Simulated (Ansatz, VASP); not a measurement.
**One calculation of GaN, two programs**

The input POSCAR:

```
GaN
1.0
    3.1828215348      0.0000000000      0.0000000000
   -1.5914107674      2.7564043048      0.0000000000
    0.0000000000      0.0000000000      5.1856745519
Ga N
2 2
Direct
    0.3333333333      0.6666666667      0.0001943559
    0.6666666667      0.3333333333      0.5001943559
    0.3333333333      0.6666666667      0.3768056441
    0.6666666667      0.3333333333      0.8768056441
```

Contents of INCAR.step1:

```
SYSTEM = GaN
PREC     = Accurate       ! precision mode
ENCUT    = 520            ! plane-wave cutoff, eV
ISMEAR   = 0              ! smearing method
SIGMA    = 0.01           ! smearing width, eV
LREAL    = .False.        ! projectors in reciprocal space
LASPH    = .True.         ! aspherical terms in the spheres
NELM     = 100            ! most SCF steps
NBANDS   = 26             ! bands
GGA      = PE             ! functional
ALGO     = Normal         ! electronic algorithm
EDIFF    = 1E-4           ! SCF threshold, eV
LWAVE    = .True.         ! write WAVECAR
LCHARG   = .False.        ! write CHGCAR
```

The input INCAR.step2:

```
SYSTEM = GaN
PREC     = Accurate       ! precision mode
ENCUT    = 520            ! plane-wave cutoff, eV
EDIFF    = 1E-7           ! SCF threshold, eV
ISMEAR   = 0              ! smearing method
SIGMA    = 0.01           ! smearing width, eV
LREAL    = .False.        ! projectors in reciprocal space
LASPH    = .True.         ! aspherical terms in the spheres
NELM     = 100            ! most SCF steps
ALGO     = Normal         ! electronic algorithm
ISIF     = 2              ! what is computed and relaxed
LWAVE    = .False.        ! write WAVECAR
LCHARG   = .True.         ! write CHGCAR
METAGGA  = R2SCAN         ! meta-GGA
LMIXTAU  = .True.       
LELF     = .True.         ! ELF
LVHAR    = .True.       
NBANDS   = 26             ! bands
ISTART   = 1
```

Contents of KPOINTS:

```
Automatic mesh
0
Gamma
  12 12 6
  0 0 0
```

Input for Ansatz:

```yaml
crystal:
  lattice:
    - [3.1828215348, 0.0, 0.0]
    - [-1.5914107674, 2.7564043048, 0.0]
    - [0.0, 0.0, 5.1856745519]
  atoms:
    - { symbol: Ga, position: [0.3333333333, 0.6666666667, 0.0001943559] }
    - { symbol: Ga, position: [0.6666666667, 0.3333333333, 0.5001943559] }
    - { symbol: "N", position: [0.3333333333, 0.6666666667, 0.3768056441] }
    - { symbol: "N", position: [0.6666666667, 0.3333333333, 0.8768056441] }
basis:
  ecutwfc: 500
  xc_grid: 2
kpoints:
  mp_grid: { grid: [12, 12, 6] }
hamiltonian:
  xc: r2scan
  pseudopotentials: { kind: paw, azcp: { folder: soft_1 } }
scf:
  occupations: { method: fixed }
output:
  forces: true
  stress: true
  eigenvalues: true
  polarization: {}
```

Change from the starting cell: polar distortion scaled by 1.00.

Alike in both runs: task single point; functional r2SCAN; k mesh 12 × 12 × 6; no spin polarisation.

|  | VASP | Ansatz |
| --- | --- | --- |
| version | VASP 6.6.1 | Ansatz 0.2.0 |
| potentials or method | VASP PAW PBE potentials, release 64 (Ga_d, N), cutoff 520 eV | scalar-relativistic, plane waves, PAW |
| occupations | gaussian, width 0.01 eV | fixed |
| valence electrons in the cell | 36 | 36 |

```csv
,VASP,Ansatz,Ansatz less VASP
gap on the k mesh at the Fermi level (eV),2.34,2.35,+0.009
least direct gap on the mesh (eV),2.34,2.35,+0.009
pressure (GPa),1.1,0.0,-1.06
"traceless stress, the component that is largest in VASP (GPa)",-0.14,-0.07,+0.068
rms of the force components (eV/Å),0.003,0.003,+0.0003
```

VASP's potentials were made for PBE, not for r2SCAN. Atom by atom the forces differ by 0.006 eV/Å (rms over components).
